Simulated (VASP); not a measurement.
Here is a VASP 6.6.1 calculation.

Contents of INCAR:

```
SYSTEM = Be4TeSe3
ALGO     = Normal         ! electronic algorithm
EDIFF    = 1E-6           ! SCF threshold, eV
ENCUT    = 600            ! plane-wave cutoff, eV
GGA      = PE             ! functional
GGA_COMPAT= .False.      
ISIF     = 2              ! what is computed and relaxed
ISMEAR   = 0              ! smearing method
LASPH    = .True.         ! aspherical terms in the spheres
LCHARG   = .True.         ! write CHGCAR
LELF     = .True.         ! ELF
LREAL    = .False.        ! projectors in reciprocal space
LVHAR    = .True.       
LWAVE    = .False.        ! write WAVECAR
NBANDS   = 26             ! bands
NELM     = 120            ! most SCF steps
PREC     = Accurate       ! precision mode
SIGMA    = 0.15           ! smearing width, eV
```

The input KPOINTS:

```
k-points
0
Gamma
  2 2 3
  0 0 0
```

Contents of POSCAR:

```
Be4TeSe3
1.0
    3.6699560299     -4.8876257264      0.0000000000
    3.6699560299      4.8876257264      0.0000000000
    0.0000000000      0.0000000000      3.6124909006
Be Te Se
4 1 3
Direct
    0.2566287972      0.7433712028      0.0000000000
    0.2649035560      0.2649035560      0.5000000000
    0.7350964440      0.7350964440      0.5000000000
    0.7433712028      0.2566287972      0.0000000000
    0.0000000000      0.0000000000      0.0000000000
    0.5000000000      0.5000000000      0.0000000000
    0.5000000000      0.0000000000      0.5000000000
    0.0000000000      0.5000000000      0.5000000000
```

Potentials or basis: VASP PAW PBE potentials, release 64 (Be, Te, Se).

Launch:

```bash
$ cat potpaw_PBE.64/Be/POTCAR potpaw_PBE.64/Te/POTCAR potpaw_PBE.64/Se/POTCAR > POTCAR
$ mpirun -np 1 vasp_std > vasp.out
```

(1) What does it give for the band gap on the k mesh?

(2) What does it give for the largest force?

(3) Predict the pressure.

Answers

(1) 0.35 eV, indirect (least direct gap 0.44 eV).

(2) 0.007 eV/Å.

(3) 0.1 GPa.

Caveat: the k points lie up to 0.58 Å⁻¹ apart; spin-orbit coupling is left out, which moves the levels of the heavy elements.
